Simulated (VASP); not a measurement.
# Ru (P6_3/mmc) in VASP: notebook

Ru is run at these levels: PBEsol; tasks: single point, relaxation of cell and atoms.

All numbers are computed with VASP 6.6.1; they aren't measurements. Logs are shortened: lines on timing, memory, paths and dates and some standing lists are left out, and cuts for length are marked.

## (1) The cell of the first run

The structure is hexagonal, space group P6_3/mmc (No. 194). Conventional cell: a = 2.691 Å, b = 2.691 Å, c = 4.249 Å, α = 90.00°, β = 90.00°, γ = 120.00°. Within 3.5 Å of Ru (site symmetry -6m2) lie 12 Ru at 2.63 to 2.69 Å.

## (2) Single point, PBEsol

INCAR

```
  PREC = Accurate
  ENCUT = 520
  EDIFF = 1E-7
  ISMEAR = -1
  SIGMA = 0.08
  LREAL = False
  LASPH = True
  NELM = 60
  ALGO = Normal
  ISIF = 2
  LWAVE = False
  LCHARG = False
  GGA = PS
  NBANDS = 21
```

KPOINTS

```
Automatic mesh
0
Gamma
  19 19 10
```

POSCAR

```
Ru
1.0
    2.6907521390      0.0000000000      0.0000000000
   -1.3453760695      2.3302597077      0.0000000000
    0.0000000000      0.0000000000      4.2493843975
Ru
2
Direct
    0.3333333333      0.6666666667      0.2500000000
    0.6666666667      0.3333333333      0.7500000000
```

Potentials or basis: VASP PAW PBE potentials, release 64 (Ru_pv).

On the command line:

```bash
cat potpaw_PBE.64/Ru_pv/POTCAR > POTCAR
mpirun -np 1 vasp_std > vasp.out
```

OUTCAR:

```text
PREC = Accurate
   ENCUT = 520
   EDIFF = 1E-7
   ISMEAR = -1
   LREAL = False
   LASPH = True
   NELM = 60
   ISIF = 2
   GGA = PS

 ion  position               nearest neighbor table
   1  0.333  0.667  0.250-   2 2.63   2 2.63   2 2.63   2 2.63   2 2.63   2 2.63
   2  0.667  0.333  0.750-   1 2.63   1 2.63   1 2.63   1 2.63   1 2.63   1 2.63

  LATTYP: Found a hexagonal cell.
 ALAT       =     2.6907521390
 C/A-ratio  =     1.5792552335

  Lattice vectors:

 A1 = (   2.6907521390,   0.0000000000,   0.0000000000)
 A2 = (  -1.3453760695,   2.3302597077,   0.0000000000)
 A3 = (   0.0000000000,   0.0000000000,   4.2493843975)

Analysis of symmetry for initial positions (statically):
=====================================================================
 Subroutine PRICEL returns:
 Original cell was already a primitive cell.

 Routine SETGRP: Setting up the symmetry group for a
 hexagonal supercell.

 Subroutine GETGRP returns: Found 24 space group operations
 (whereof 12 operations were pure point group operations)
 out of a pool of 24 trial point group operations.

The static configuration has the point symmetry D_3d.
 The point group associated with its full space group is D_6h.

Analysis of symmetry for dynamics (positions and initial velocities):
=====================================================================
 Subroutine PRICEL returns:
 Original cell was already a primitive cell.

 Routine SETGRP: Setting up the symmetry group for a
 hexagonal supercell.

 Subroutine GETGRP returns: Found 24 space group operations
 (whereof 12 operations were pure point group operations)
 out of a pool of 24 trial point group operations.

The dynamic configuration has the point symmetry D_3d.
 The point group associated with its full space group is D_6h.

 Subroutine INISYM returns: Found 24 space group operations
 (whereof 12 operations are pure point group operations),
 and found     1 'primitive' translations

----------------------------------------------------------------------------------------

                                     Primitive cell

  volume of cell :      26.6443

  direct lattice vectors                    reciprocal lattice vectors
     2.690752139  0.000000000  0.000000000     0.371643298  0.214568358  0.000000000
    -1.345376070  2.330259708  0.000000000     0.000000000  0.429136717  0.000000000
[... 79 lines left out ...]
   ISPIN  =      1    spin polarized calculation?
   LNONCOLLINEAR =      F non collinear calculations
   LSORBIT =      F    spin-orbit coupling
   LASPH  =      T    aspherical Exc in radial PAW
   ENCUT  =  520.0 eV  38.22 Ry    6.18 a.u.   5.00  5.00  7.90*2*pi/ulx,y,z
   NELM   =     60;   NELMIN=  2; NELMDL= -5     # of ELM steps
   EDIFF  = 0.1E-06   stopping-criterion for ELM
   LREAL  =      F    real-space projection
   EDIFFG = 0.1E-05   stopping-criterion for IOM
   NSW    =      0    number of steps for IOM
   IBRION =     -1    ionic relax: 0-MD 1-quasi-New 2-CG
   NFREE  =      0    steps in history (QN), initial steepest desc. (CG)
   ISIF   =      2    stress and relaxation
   ISYM   =      2    0-nonsym 1-usesym 2-fastsym
   POTIM  = 0.5000    time-step for ionic-motion
   TEBEG  =    0.0;   TEEND  =   0.0 temperature during run
   PSTRESS=    0.0 pullay stress
   NELECT =      28.0000    total number of electrons
   NUPDOWN=      -1.0000    fix difference up-down
   EMIN   =  10.00;   EMAX   =-10.00  energy-range for DOS
   EFERMI =   0.00;   METHOD = LEGACY
   ISMEAR =    -1;   SIGMA  =   0.08  broadening in eV -4-tet -1-fermi 0-gaus
   EFERMI_NEDOS =   21; number of points for ismear=-14 and -15
   IALGO  =     38    algorithm
   IMIX   =      4    mixing-type and parameters
     AMIX     =   0.40;   BMIX     =  1.00
     AMIX_MAG =   1.60;   BMIX_MAG =  1.00
  volume/ion in A,a.u.               =      13.32        89.90
  Fermi-wavevector in a.u.,A,eV,Ry     =   1.664407  3.145273 37.691542  2.770250
  Thomas-Fermi vector in A             =   2.750956
   LORBIT       =      0    0 simple, 1 ext, 2 COOP (PROOUT), +10 PAW based schemes
   GGA     = PS    functional components
   LHFCALC =     F    Hartree Fock is set to
   AEXX    =    0.0000 exact exchange contribution
   IVDW    =     0    specifies the selected vdW correction
   LEPSILON=     F    determine dielectric tensor
   LRPA    =     F    only Hartree local field effects (RPA)
 non-spin polarized calculation
  energy-cutoff  :      520.00
  volume of cell :       26.64
 maximum number of plane-waves:       735
 NGX is ok and might be reduce to    20

 number of electron      27.9999997 magnetization

 Free energy of the ion-electron system (eV)
  ---------------------------------------------------
  ext. energy  EPLUGINS =         0.00000000
  ---------------------------------------------------
  free energy    TOTEN  =       -20.35962921 eV

  energy without entropy =      -20.32768380  energy(sigma->0) =      -20.34365650

 E-fermi :  13.0597     XC(G=0): -14.3985

 val. band max:       13.0510807720   @ k =   0.2632   0.2105   0.2000
 cond. band min:      13.0610202464   @ k =   0.3158   0.0000   0.2000
 fundamental gap:      0.0099394744
 Fermi energy:        13.0596779383

 k-point     1 :       0.0000    0.0000    0.0000
  band No.  band energies     occupation
      1     -30.6324      2.00000
      2     -29.6328      2.00000
      3     -29.6328      2.00000
      4     -29.4495      2.00000
      5     -29.4495      2.00000
      6     -29.4032      2.00000
[... 565 lines left out ...]
     20      23.3022      0.00000
     21      23.9209      0.00000

 [... further k-points ...]

------------------------ aborting loop because EDIFF is reached ----------------------------------------

  FORCE on cell =-STRESS in cart. coord.  units (eV):
  Direction    XX          YY          ZZ          XY          YZ          ZX
  --------------------------------------------------------------------------------------
  -------------------------------------------------------------------------------------
  Total       -0.0134128     -0.0134128     -0.0072610      0.0000000     -0.0000000     -0.0000000
  in kB       -0.8065383     -0.8065383     -0.4366186      0.0000000     -0.0000000     -0.0000000
  external PRESSURE =      -0.6832318 kB  Pullay stress =       0.0000000 kB

 VOLUME and BASIS-vectors are now :
 -----------------------------------------------------------------------------
  energy-cutoff  :      520.00
  volume of cell :       26.64
      direct lattice vectors                 reciprocal lattice vectors
     2.690752139  0.000000000  0.000000000     0.371643298  0.214568358  0.000000000
    -1.345376070  2.330259708  0.000000000     0.000000000  0.429136717  0.000000000
     0.000000000  0.000000000  4.249384398     0.000000000  0.000000000  0.235328204

 POSITION                                       TOTAL-FORCE (eV/Angst)
 -----------------------------------------------------------------------------------
     -0.00000      1.55351      1.06235         0.000000      0.000000      0.000000
      1.34538      0.77675      3.18704        -0.000000      0.000000      0.000000
 -----------------------------------------------------------------------------------
    total drift:                               -0.000000      0.000000     -0.000000

  FREE ENERGIE OF THE ION-ELECTRON SYSTEM (eV)
  ---------------------------------------------------
  free  energy   TOTEN  =       -20.3596292056 eV

  energy  without entropy=      -20.3276837954  energy(sigma->0) =      -20.34365650
```

OSZICAR:

```text
N       E                     dE             d eps       ncg     rms          rms(c)
DAV:   1     0.285683192234E+03    0.28568E+03   -0.17568E+04 10096   0.149E+03
DAV:   2    -0.160753542480E+02   -0.30176E+03   -0.29237E+03 10270   0.446E+02
DAV:   3    -0.219075337450E+02   -0.58322E+01   -0.58018E+01 11840   0.694E+01
DAV:   4    -0.219502941689E+02   -0.42760E-01   -0.42696E-01 12492   0.570E+00
DAV:   5    -0.219508952969E+02   -0.60113E-03   -0.59733E-03 11457   0.598E-01    0.202E+01
DAV:   6    -0.204609216698E+02    0.14900E+01   -0.33120E+00 11855   0.177E+01    0.527E+00
DAV:   7    -0.203707045932E+02    0.90217E-01   -0.63434E-01 11505   0.561E+00    0.925E-01
DAV:   8    -0.203617213864E+02    0.89832E-02   -0.16916E-02 11105   0.119E+00    0.515E-01
DAV:   9    -0.203596157900E+02    0.21056E-02   -0.20603E-03 11460   0.499E-01    0.341E-02
DAV:  10    -0.203596296756E+02   -0.13886E-04   -0.73813E-05 11460   0.891E-02    0.194E-02
DAV:  11    -0.203596291699E+02    0.50575E-06   -0.55900E-06 11360   0.226E-02    0.143E-03
DAV:  12    -0.203596292056E+02   -0.35740E-07   -0.30158E-07 11185   0.491E-03
   1 F= -.20359629E+02 E0= -.20343657E+02  d E =-.319454E-01
```

It took 44 s on 1 thread of Intel Xeon 6975P-C (Granite Rapids), shared host; peak memory 0.21 GiB.

Results:

* Free energy: -20.3596 eV
* Pressure: -0.1 GPa
* Band gap on the k mesh: zero (bands 14 and 15 overlap by 3.21 eV)

Caveat: the PAW data sets were made with another functional, which shifts forces and pressure a little.

## (3) Relaxation of cell and atoms, PBEsol

This run uses another cell than the first one, of 13.57 Å³/atom.

INCAR

```
SYSTEM = Ru
ALGO = Normal ; EDIFF = 1E-6
EDIFFG = -0.005 ; ENCUT = 600
GGA = PS ; IBRION = 2
ISIF = 3 ; ISMEAR = -1
LASPH = .TRUE. ; LCHARG = .FALSE.
LREAL = .FALSE. ; LWAVE = .FALSE.
NELM = 60 ; NSW = 60
PREC = Accurate ; SIGMA = 0.08
```

KPOINTS

```
k-points
0
G
  19 19 10
  0 0 0
```

POSCAR

```
Ru
1.0
    2.6844463720      0.0000000000      0.0000000000
   -1.3422231860      2.3247987533      0.0000000000
    0.0000000000      0.0000000000      4.3488031227
Ru
2
Direct
    0.3333333333      0.6666666667      0.2500000000
    0.6666666667      0.3333333333      0.7500000000
```

Potentials or basis: VASP PAW PBE potentials, release 64 (Ru_pv).

On the command line:

```bash
cat potpaw_PBE.64/Ru_pv/POTCAR > POTCAR
mpirun -np 1 vasp_std > vasp.out
```

Run time: 2.7 min. Hardware: 1 thread of Intel Xeon 6975P-C (Granite Rapids), shared host; peak memory 0.27 GiB.

Results (log left out):

```
Free energy                           : -20.3607 eV
Relaxed volume                        : 13.32 Å³/atom
Relaxed cell                          : a = 2.690 Å, b = 2.690 Å, c = 4.250 Å, α = 90.00°, β = 90.00°, γ = 120.00°
Space group after relaxing (to 0.1 Å) : P6_3/mmc (No. 194)
Energy gained by relaxing             : 14.1 meV/atom
Ionic steps                           : 6
Pressure after relaxing               : 0.0 GPa
Band gap on the k mesh                : zero (bands 14 and 15 overlap by 3.21 eV)
```

Step by step:
```tsv
step	energy change (eV)	largest force (eV/Å)	pressure (GPa)	volume (Å³)
1	0.0000	0.0000	-6.28	27.14
2	0.1126	0.0000	25.27	25.08
3	-0.0251	0.0000	1.60	26.51
4	-0.0251	0.0000	2.00	26.48
5	-0.0235	0.0000	-2.27	26.84
6	-0.0283	0.0000	-0.04	26.64
```

Final structure:
```
Ru
1.0
     2.69049    0.00000    0.00000
    -1.34525    2.33004    0.00000
     0.00000    0.00000    4.24968
Ru
2
Direct
  0.33333 0.66667 0.25000
  0.66667 0.33333 0.75000
```

Levels at points of the mesh, in eV from the Fermi level:
```
           k point  band 12  band 13  band 14  band 15  band 16  band 17
(0.00, 0.00, 0.00)    -1.98    -1.98    -1.46    -1.46     1.22     1.22
(0.00, 0.00, 0.50)    -2.87    -2.80    -2.80     0.56     0.56     0.56
```

Caveat: the PAW data sets were made with another functional, which shifts forces and pressure a little.

## (4) Single point, PBEsol

This run uses another cell than the first one: it holds 4 atoms, not 2.

INCAR

```
SYSTEM = Ru
  PREC = Accurate
  ENCUT = 520
  EDIFF = 1E-6
  ISMEAR = -1
  SIGMA = 0.08
  LREAL = .False.
  LASPH = .True.
  NELM = 80
  ALGO = Normal
  ISIF = 2
  LWAVE = .False.
  LCHARG = .False.
  GGA = PS
  NBANDS = 36
```

KPOINTS

```
regular mesh
0
Gamma
  13 9 8
  0 0 0
```

POSCAR

```
Ru
1.0
   -1.3453760695      2.3302597077      0.0000000000
    0.0000000000      0.0000000000      4.2493843975
    4.0361282085      2.3302597077      0.0000000000
Ru
4
Direct
    0.5000000000      0.2500000000      0.1666666670
    0.0000000000      0.2500000000      0.6666666670
    0.0000000000      0.7500000000      0.3333333330
    0.5000000000      0.7500000000      0.8333333330
```

On the command line:

```bash
cat potpaw_PBE.64/Ru_pv/POTCAR > POTCAR
mpirun -np 1 vasp_std > vasp.out
```

Run time: 94 s. Hardware: 1 thread of Intel Xeon 6975P-C (Granite Rapids), shared host; peak memory 0.33 GiB.

It converged, with:

```
Free energy            : -40.7172 eV
Pressure               : 0.0 GPa
Largest force          : 0.021 eV/Å
Band gap on the k mesh : zero (bands 28 and 29 overlap by 2.55 eV)
```

Forces in eV/Å, atoms in the order of the input:
```
Ru   0.018  0.010  0.000
Ru   0.018  0.010  0.000
Ru  -0.018 -0.010  0.000
Ru  -0.018 -0.010  0.000
```

Stress tensor (GPa, compression positive):
```
 0.17 -0.02  0.00
-0.02  0.20  0.00
 0.00  0.00 -0.46
```

Levels at points of the mesh, in eV from the Fermi level:
```tsv
k point	band 25	band 26	band 27	band 28	band 29	band 30	band 31	band 32
(0.00, 0.00, 0.00)	-1.88	-1.58	-1.46	-1.46	1.21	1.21	1.27	1.46
(0.00, 0.00, 0.50)	-1.58	-1.58	-0.93	-0.93	-0.66	-0.66	-0.37	-0.37
```

Caveat: the PAW data sets were made with another functional, which shifts forces and pressure a little.

## (5) The runs side by side

```tsv
task	cell	k mesh	cutoff (eV)	gap on the mesh (eV)	pressure (GPa)
single point	a = 2.691, b = 2.691, c = 4.249 Å, angles 90.0, 90.0, 120.0°, 2 atoms, atomic positions A	19 × 19 × 10	520	none	-0.1
relaxation of cell and atoms	relaxed from a = 2.684, b = 2.684, c = 4.349 Å, angles 90.0, 90.0, 120.0°, 2 atoms, atomic positions A	19 × 19 × 10	600	none	0.0
single point	a = 2.691, b = 4.249, c = 4.661 Å, 4 atoms, atomic positions B	13 × 9 × 8	520	none	0.0
```

Alike in all rows: level PBEsol; potentials or basis VASP PAW PBE potentials, release 64 (Ru_pv); no spin polarisation; smearing fermi-dirac 0.08 eV.

Caveats: the PAW data sets were made with another functional, which shifts forces and pressure a little.

Total energies depend on the potentials used, so only differences within one code and one set of settings carry meaning.
